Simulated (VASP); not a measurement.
**Rh: single point with r2SCAN**

The system is Rh.

```xyz
1
Lattice="0.0000 1.9008 1.9008 1.9008 0.0000 1.9008 1.9008 1.9008 0.0000" Properties=species:S:1:pos:R:3 pbc="T T T"
Rh    0.0000    0.0000    0.0000
```

* Program: VASP 6.6.1
* Task: single point
* Functional: r2SCAN
* Potentials or basis: VASP PAW PBE potentials, release 64 (Rh_sv_GW)
* Cutoff: 680 eV
* k mesh: 14 × 14 × 14
* Occupations: methfessel-paxton, width 0.3 eV
* Spin: no spin polarisation

| Item | Value |
| --- | --- |
| Pressure | -0.4 GPa |
| Band gap on the k mesh | zero (an odd number of electrons rules out a gap without spin polarisation) |

Levels at points of the mesh, in eV from the Fermi level:
```
           k point  band 4  band 5  band 6  band 7  band 8  band 9  band 10  band 11  band 12  band 13
(0.00, 0.00, 0.00)  -47.80   -8.16   -3.17   -3.17   -3.17   -1.07    -1.07    16.46    22.11    22.11
(0.50, 0.00, 0.00)  -47.90   -6.33   -3.28   -3.28    0.59    0.59     0.90     9.11    16.07    22.01
(0.50, 0.50, 0.00)  -48.08   -6.54   -6.17    0.51    1.05    1.05     3.48    12.89    13.96    13.96
```

Wall time 66 s on 1 thread of Intel(R) Xeon(R) Platinum 8488C (Sapphire Rapids), with other jobs on the host, peak memory 0.17 GiB.

Caveat: the PAW data sets were made with another functional, which shifts forces and pressure a little.
